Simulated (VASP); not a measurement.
# GaN in VASP: single point with LDA

Aim: the single point of GaN with LDA.

Program: VASP 6.6.1. These are calculated values, not measurements. Logs are shortened: lines on timing, memory, paths and dates and some standing lists are left out, and cuts for length are marked.

### 1 The cell of the first run

The cell holds a slab with vacuum, 14 atoms: a = 3.150 Å, b = 4.455 Å, c = 24.451 Å, α = 90.00°, β = 90.00°, γ = 90.00°.

### 2 Single point, LDA

INCAR

```
PREC = Accurate ; ENCUT = 520
EDIFF = 1E-6 ; ISMEAR = 0
SIGMA = 0.05 ; LREAL = F
LASPH = T ; NELM = 100
ALGO = Normal ; ISIF = 2
LWAVE = F ; LCHARG = T
LDIPOL = T ; IDIPOL = 3
DIPOL = 0.5 0.5 0.500 ; LELF = T
LVHAR = T ; LVACPOTAV = T
NBANDS = 76
```

KPOINTS

```
regular mesh
0
Gamma
  8 6 1
```

POSCAR

```
GaN
1.0
    3.1504447247      0.0000000000      0.0000000000
    0.0000000000      4.4554016572      0.0000000000
    0.0000000000      0.0000000000     24.4513341741
Ga N
7 7
Direct
    0.5000000000      0.5413096594      0.3150340413
    0.0000000000     -0.0044069609      0.3692469160
    0.5000000000      0.4944531329      0.4360630699
    0.0000000000     -0.0079979715      0.4999999819
    0.5000000000      0.4944533987      0.5639369009
    0.0000000000     -0.0044064007      0.6307530894
    0.5000000000      0.5413103565      0.6849659691
    0.0000000000      0.7414479373      0.3059122480
    0.5000000000      0.2402840171      0.3707433018
    0.0000000000      0.7446363645      0.4353726821
    0.5000000000      0.2425463993      0.4999999833
    0.0000000000      0.7446367429      0.5646273092
    0.5000000000      0.2402846975      0.6292567133
    0.0000000000      0.7414486269      0.6940877938
```

Potentials or basis: VASP PAW LDA potentials, release 64 (Ga_d, N).

Run with:

```
$ cat potpaw_LDA.64/Ga_d/POTCAR potpaw_LDA.64/N/POTCAR > POTCAR
$ mpirun -np 1 vasp_std > vasp.out
```

OUTCAR:

```text
PREC = Accurate
   ENCUT = 520
   EDIFF = 1E-6
   ISMEAR = 0
   LREAL = F
   LASPH = T
   NELM = 100
   ISIF = 2

 ion  position               nearest neighbor table
   1  0.500  0.541  0.315-   8 1.82   8 1.82   9 1.91   2 2.89   2 2.89
   2  0.000  0.996  0.369-   9 1.92   9 1.92   8 1.92  10 1.97   1 2.89   1 2.89
   3  0.500  0.494  0.436-  11 1.92  10 1.93  10 1.93   9 1.96
   4  0.000  0.992  0.500-  12 1.93  10 1.93  11 1.93  11 1.93
   5  0.500  0.494  0.564-  11 1.92  12 1.93  12 1.93  13 1.96
   6  0.000  0.996  0.631-  13 1.92  13 1.92  14 1.92  12 1.97   7 2.89   7 2.89
   7  0.500  0.541  0.685-  14 1.82  14 1.82  13 1.91   6 2.89   6 2.89
   8  0.000  0.741  0.306-   1 1.82   1 1.82   2 1.92
   9  0.500  0.240  0.371-   1 1.91   2 1.92   2 1.92   3 1.96
  10  0.000  0.745  0.435-   4 1.93   3 1.93   3 1.93   2 1.97
  11  0.500  0.243  0.500-   3 1.92   5 1.92   4 1.93   4 1.93
  12  0.000  0.745  0.565-   4 1.93   5 1.93   5 1.93   6 1.97
  13  0.500  0.240  0.629-   7 1.91   6 1.92   6 1.92   5 1.96
  14  0.000  0.741  0.694-   7 1.82   7 1.82   6 1.92

  LATTYP: Found a simple orthorhombic cell.
 ALAT       =     3.1504447247
 B/A-ratio  =     1.4142135624
 C/A-ratio  =     7.7612325595

  Lattice vectors:

 A1 = (   3.1504447247,   0.0000000000,   0.0000000000)
 A2 = (   0.0000000000,   4.4554016572,   0.0000000000)
 A3 = (   0.0000000000,   0.0000000000,  24.4513341741)

Analysis of symmetry for initial positions (statically):
=====================================================================
 Subroutine PRICEL returns:
 Original cell was already a primitive cell.

 Routine SETGRP: Setting up the symmetry group for a
 simple orthorhombic supercell.

 Subroutine GETGRP returns: Found  4 space group operations
 (whereof  4 operations were pure point group operations)
 out of a pool of  8 trial point group operations.

The static configuration has the point symmetry C_2v.

Analysis of symmetry for dynamics (positions and initial velocities):
=====================================================================
 Subroutine PRICEL returns:
 Original cell was already a primitive cell.

 Routine SETGRP: Setting up the symmetry group for a
 simple orthorhombic supercell.

 Subroutine GETGRP returns: Found  4 space group operations
 (whereof  4 operations were pure point group operations)
 out of a pool of  8 trial point group operations.

The dynamic configuration has the point symmetry C_2v.

 Subroutine INISYM returns: Found  4 space group operations
 (whereof  4 operations are pure point group operations),
 and found     1 'primitive' translations

----------------------------------------------------------------------------------------

                                     Primitive cell

  volume of cell :     343.2111

  direct lattice vectors                    reciprocal lattice vectors
     3.150444725  0.000000000  0.000000000     0.317415504  0.000000000  0.000000000
     0.000000000  4.455401657  0.000000000     0.000000000  0.224446655  0.000000000
     0.000000000  0.000000000 24.451334174     0.000000000  0.000000000  0.040897564

  length of vectors
     3.150444725  4.455401657 24.451334174     0.317415504  0.224446655  0.040897564

  position of ions in fractional coordinates (direct lattice)
     0.500000000  0.541309659  0.315034041
     0.000000000  0.995593039  0.369246916
     0.500000000  0.494453133  0.436063070
     0.000000000  0.992002029  0.499999982
     0.500000000  0.494453399  0.563936901
     0.000000000  0.995593599  0.630753089
     0.500000000  0.541310356  0.684965969
     0.000000000  0.741447937  0.305912248
     0.500000000  0.240284017  0.370743302
     0.000000000  0.744636365  0.435372682
     0.500000000  0.242546399  0.499999983
     0.000000000  0.744636743  0.564627309
     0.500000000  0.240284698  0.629256713
     0.000000000  0.741448627  0.694087794

  ion indices of the primitive-cell ions
   primitive index   ion index
                 1           1
                 2           2
                 3           3
                 4           4
                 5           5
                 6           6
                 7           7
                 8           8
                 9           9
                10          10
                11          11
                12          12
                13          13
                14          14

----------------------------------------------------------------------------------------

 KPOINTS: regular mesh

Automatic generation of k-mesh.
 Grid dimensions read from file:
 generate k-points for:    8    6    1

 Generating k-lattice:

  Cartesian coordinates                     Fractional coordinates (reciprocal lattice)
     0.039676938  0.000000000  0.000000000     0.125000000  0.000000000  0.000000000
     0.000000000  0.037407776  0.000000000     0.000000000  0.166666667  0.000000000
     0.000000000  0.000000000  0.040897564     0.000000000  0.000000000  1.000000000

  Length of vectors
     0.039676938  0.037407776  0.040897564

  Shift w.r.t. Gamma in fractional coordinates (k-lattice)
     0.000000000  0.000000000  0.000000000

 Subroutine IBZKPT returns following result:
 ===========================================

 Found     20 irreducible k-points:

 Following reciprocal coordinates:
            Coordinates               Weight
  0.000000  0.000000  0.000000      1.000000
  0.125000  0.000000  0.000000      2.000000
  0.250000  0.000000  0.000000      2.000000
  0.375000  0.000000  0.000000      2.000000
  0.500000  0.000000  0.000000      1.000000
  0.000000  0.166667  0.000000      2.000000
[... 12 lines left out ...]
  0.375000  0.500000  0.000000      2.000000
  0.500000  0.500000  0.000000      1.000000
   k-points           NKPTS =     20   k-points in BZ     NKDIM =     20   number of bands    NBANDS=     76
   number of dos      NEDOS =    301   number of ions     NIONS =     14
   total plane-waves  NPLWV = 165888
   dimension x,y,z NGX =    24 NGY =   36 NGZ =  192
   dimension x,y,z NGXF=    48 NGYF=   72 NGZF=  384
   ions per type =               7   7
   NGX,Y,Z   is equivalent  to a cutoff of  12.66, 13.43, 13.05 a.u.
   NGXF,Y,Z  is equivalent  to a cutoff of  25.33, 26.87, 26.11 a.u.
 SYSTEM =  unknown system
   PREC   = accura    normal or accurate (medium, high low for compatibility)
   ISTART =      0    job   : 0-new  1-cont  2-samecut
   ICHARG =      2    charge: 1-file 2-atom 10-const
   ISPIN  =      1    spin polarized calculation?
   LNONCOLLINEAR =      F non collinear calculations
   LSORBIT =      F    spin-orbit coupling
   LASPH  =      T    aspherical Exc in radial PAW
   ENCUT  =  520.0 eV  38.22 Ry    6.18 a.u.   5.86  8.28 45.46*2*pi/ulx,y,z
   NELM   =    100;   NELMIN=  2; NELMDL= -5     # of ELM steps
   EDIFF  = 0.1E-05   stopping-criterion for ELM
   LREAL  =      F    real-space projection
   EDIFFG = 0.1E-04   stopping-criterion for IOM
   NSW    =      0    number of steps for IOM
   IBRION =     -1    ionic relax: 0-MD 1-quasi-New 2-CG
   NFREE  =      0    steps in history (QN), initial steepest desc. (CG)
   ISIF   =      2    stress and relaxation
   ISYM   =      2    0-nonsym 1-usesym 2-fastsym
   POTIM  = 0.5000    time-step for ionic-motion
   TEBEG  =    0.0;   TEEND  =   0.0 temperature during run
   PSTRESS=    0.0 pullay stress
   NELECT =     126.0000    total number of electrons
   NUPDOWN=      -1.0000    fix difference up-down
   EMIN   =  10.00;   EMAX   =-10.00  energy-range for DOS
   EFERMI =   0.00;   METHOD = LEGACY
   ISMEAR =     0;   SIGMA  =   0.05  broadening in eV -4-tet -1-fermi 0-gaus
   EFERMI_NEDOS =   21; number of points for ismear=-14 and -15
   IALGO  =     38    algorithm
   IMIX   =      4    mixing-type and parameters
     AMIX     =   0.40;   BMIX     =  1.00
     AMIX_MAG =   1.60;   BMIX_MAG =  1.00
  volume/ion in A,a.u.               =      24.52       165.44
  Fermi-wavevector in a.u.,A,eV,Ry     =   1.172226  2.215185 18.695945  1.374113
  Thomas-Fermi vector in A             =   2.308658
   LORBIT       =      0    0 simple, 1 ext, 2 COOP (PROOUT), +10 PAW based schemes
   GGA     = CA    functional components
   LHFCALC =     F    Hartree Fock is set to
   AEXX    =    0.0000 exact exchange contribution
   IVDW    =     0    specifies the selected vdW correction
   LEPSILON=     F    determine dielectric tensor
   LRPA    =     F    only Hartree local field effects (RPA)
 non-spin polarized calculation
 Gauss-broadening in eV      SIGMA  =   0.05
  energy-cutoff  :      520.00
  volume of cell :      343.21
 maximum number of plane-waves:      9296
 NGX is ok and might be reduce to    24
   NGX = 11   NGY = 17   NGZ = 91

 dipolmoment           0.000000      0.000000      0.000000 electrons x Angstroem

 number of electron     125.9999980 magnetization

 dipolmoment           0.000000      0.000000     -0.000000 electrons x Angstroem

 Free energy of the ion-electron system (eV)
  ---------------------------------------------------
  ext. energy  EPLUGINS =         0.00000000
  ---------------------------------------------------
  free energy    TOTEN  =       -93.77354621 eV

  energy without entropy =      -93.77354621  energy(sigma->0) =      -93.77354621

 E-fermi :  -0.5460     XC(G=0):  -6.1810

 val. band max:       -0.8378992652   @ k =   0.0000   0.1667   0.0000
 cond. band min:       0.8481935609   @ k =   0.0000   0.0000   0.0000
 fundamental gap:      1.6860928261
 Fermi energy:        -0.5460014411

 k-point     1 :       0.0000    0.0000    0.0000
  band No.  band energies     occupation
      1     -16.9757      2.00000
      2     -16.6824      2.00000
      3     -16.3456      2.00000
      4     -16.0273      2.00000
      5     -15.9725      2.00000
      6     -15.9473      2.00000
[... 67 lines left out ...]
     74       5.9881      0.00000
     75       6.1038      0.00000

 k-point     2 :       0.1250    0.0000    0.0000
  band No.  band energies     occupation
      1     -16.8565      2.00000
      2     -16.5827      2.00000
      3     -16.2809      2.00000
      4     -15.9889      2.00000
      5     -15.9453      2.00000
      6     -15.9306      2.00000
[... 67 lines left out ...]
     74       6.3543      0.00000
     75       6.5705      0.00000

 k-point     3 :       0.2500    0.0000    0.0000
  band No.  band energies     occupation
      1     -16.5628      2.00000
      2     -16.3539      2.00000
      3     -16.1492      2.00000
      4     -15.9386      2.00000
      5     -15.9375      2.00000
      6     -15.8576      2.00000
[... 1315 lines left out ...]
     74       6.5334      0.00000
     75       6.8246      0.00000

 k-point    20 :       0.5000    0.5000    0.0000
  band No.  band energies     occupation
      1     -16.1549      2.00000
      2     -16.0935      2.00000
      3     -16.0231      2.00000
      4     -16.0134      2.00000
      5     -15.9251      2.00000
      6     -15.7685      2.00000
[... 67 lines left out ...]
     74       6.6076      0.00000
     75       7.0845      0.00000
 [bands above 75 left out]

------------------------ aborting loop because EDIFF is reached ----------------------------------------

  FORCE on cell =-STRESS in cart. coord.  units (eV):
  Direction    XX          YY          ZZ          XY          YZ          ZX
  --------------------------------------------------------------------------------------
  -------------------------------------------------------------------------------------
  Total        3.2289498      1.2576429      0.8521547      0.0000000      0.0000000      0.0000000
  in kB       15.0733780      5.8709266      3.9780270      0.0000000      0.0000000      0.0000000
  external PRESSURE =       8.3074439 kB  Pullay stress =       0.0000000 kB

 VOLUME and BASIS-vectors are now :
 -----------------------------------------------------------------------------
  energy-cutoff  :      520.00
  volume of cell :      343.21
      direct lattice vectors                 reciprocal lattice vectors
     3.150444725  0.000000000  0.000000000     0.317415504  0.000000000  0.000000000
     0.000000000  4.455401657  0.000000000     0.000000000  0.224446655  0.000000000
     0.000000000  0.000000000 24.451334174     0.000000000  0.000000000  0.040897564

 POSITION                                       TOTAL-FORCE (eV/Angst)
 -----------------------------------------------------------------------------------
      1.57522      2.41175      7.70300         0.000000     -0.030722     -0.039850
      0.00000      4.43577      9.02858        -0.000000     -0.001939      0.004869
      1.57522      2.20299     10.66232         0.000000     -0.000717     -0.006874
      0.00000      4.41977     12.22567        -0.000000      0.000817      0.000000
      1.57522      2.20299     13.78901         0.000000     -0.000717      0.006874
      0.00000      4.43577     15.42275        -0.000000     -0.001939     -0.004869
      1.57522      2.41176     16.74833         0.000000     -0.030722      0.039850
      0.00000      3.30345      7.47996        -0.000000      0.032116     -0.063801
      1.57522      1.07056      9.06517        -0.000000     -0.003487      0.004490
      0.00000      3.31765     10.64544        -0.000000      0.005974     -0.008147
      1.57522      1.08064     12.22567        -0.000000     -0.003269      0.000000
      0.00000      3.31766     13.80589        -0.000000      0.005974      0.008147
      1.57522      1.07056     15.38617        -0.000000     -0.003487     -0.004490
      0.00000      3.30345     16.97137        -0.000000      0.032116      0.063801
 -----------------------------------------------------------------------------------
    total drift:                                0.000000     -0.002504     -0.000335

  FREE ENERGIE OF THE ION-ELECTRON SYSTEM (eV)
  ---------------------------------------------------
  free  energy   TOTEN  =       -93.7735462053 eV

  energy  without entropy=      -93.7735462053  energy(sigma->0) =      -93.77354621

 vacuum level on the upper side and lower side of the slab         5.204         5.204
```

Wall time 11 min (1 thread of Intel Xeon 6975P-C (Granite Rapids), shared host); peak memory 0.53 GiB.

What came out:

| Property | Result |
| --- | --- |
| Free energy | -93.7735 eV |
| Largest force | 0.071 eV/Å |
| Band gap on the k mesh | 1.69 eV (least direct gap 1.73 eV) |

Forces in eV/Å, atoms in the order of the input:
```
Ga   0.000 -0.031 -0.040
Ga   0.000 -0.002  0.005
Ga   0.000 -0.001 -0.007
Ga   0.000  0.001  0.000
Ga   0.000 -0.001  0.007
Ga   0.000 -0.002 -0.005
Ga   0.000 -0.031  0.040
N    0.000  0.032 -0.064
N    0.000 -0.003  0.004
N    0.000  0.006 -0.008
N    0.000 -0.003  0.000
N    0.000  0.006  0.008
N    0.000 -0.003 -0.004
N    0.000  0.032  0.064
```
